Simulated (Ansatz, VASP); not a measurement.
**Tl in VASP and in Ansatz**

File INCAR:

```
SYSTEM = Tl
PREC     = Accurate       ! precision mode
ENCUT    = 520            ! plane-wave cutoff, eV
EDIFF    = 1E-6           ! SCF threshold, eV
ISMEAR   = -1             ! smearing method
SIGMA    = 0.05           ! smearing width, eV
LREAL    = .False.        ! projectors in reciprocal space
LASPH    = .True.         ! aspherical terms in the spheres
NELM     = 80             ! most SCF steps
ALGO     = Fast           ! electronic algorithm
ISIF     = 2              ! what is computed and relaxed
LWAVE    = .False.        ! write WAVECAR
LCHARG   = .False.        ! write CHGCAR
GGA      = PS             ! functional
NBANDS   = 12             ! bands
```

Contents of KPOINTS:

```
Automatic mesh
0
Gamma
  6 6 6
  0 0 0
```

The input POSCAR:

```
Tl
1.0
   -1.9559951735      1.9559951735      1.9559951735
    1.9559951735     -1.9559951735      1.9559951735
    1.9559951735      1.9559951735     -1.9559951735
Tl
1
Direct
    0.0000000000      0.0000000000      0.0000000000
```

input.yaml

```yaml
crystal:
  lattice:
    - [-1.9559951735, 1.9559951735, 1.9559951735]
    - [1.9559951735, -1.9559951735, 1.9559951735]
    - [1.9559951735, 1.9559951735, -1.9559951735]
  atoms:
    - { symbol: Tl, position: [0.0, 0.0, 0.0] }
hamiltonian:
  xc: pbesol
  pseudopotentials: { kind: paw }
kpoints:
  mp_grid: { grid: [6, 6, 6] }
  band_path:
    path:
      - [[0.0, 0.0, 0.0], [0.5, -0.5, 0.5], [0.0, 0.0, 0.5], [0.0, 0.0, 0.0], [0.25, 0.25, 0.25], [0.5, -0.5, 0.5]]
      - [[0.25, 0.25, 0.25], [0.0, 0.0, 0.5]]
    npoints: 14
scf:
  occupations: { method: fermi_dirac, width: 0.05 }
  n_extra_bands: 6
output:
  forces: true
  stress: true
  eigenvalues: true
  fatbands: false
  write_density: true
  write_potential: true
  elf: true
  volumetric_format: npy
```

Alike in both runs: functional PBEsol; k mesh 6 × 6 × 6; occupations fermi-dirac, width 0.05 eV; no spin polarisation.

|  | VASP | Ansatz |
| --- | --- | --- |
| version | VASP 6.6.1 | Ansatz 0.2.0 |
| potentials or method | VASP PAW PBE potentials, release 64 (Tl_d) | Ansatz PAW |
| plane-wave cutoff (eV) | 520 | 420 |
| valence electrons in the cell | 13 | 13 |
| task | single point | band structure |

```tsv
	VASP	Ansatz	Ansatz less VASP
gap on the k mesh at the Fermi level (eV)	none	none	-
pressure (GPa)	-1.4	-1.4	+0.05
```

VASP's potentials were made for PBE, not for PBEsol. A gap of «none» marks a metal or a gap that the smearing closes. With one functional, cell and mesh, what is left measures potentials, basis and numerics.

The k mesh is coarse, so the values compare programs but aren't converged. Neither program's run includes spin-orbit coupling.
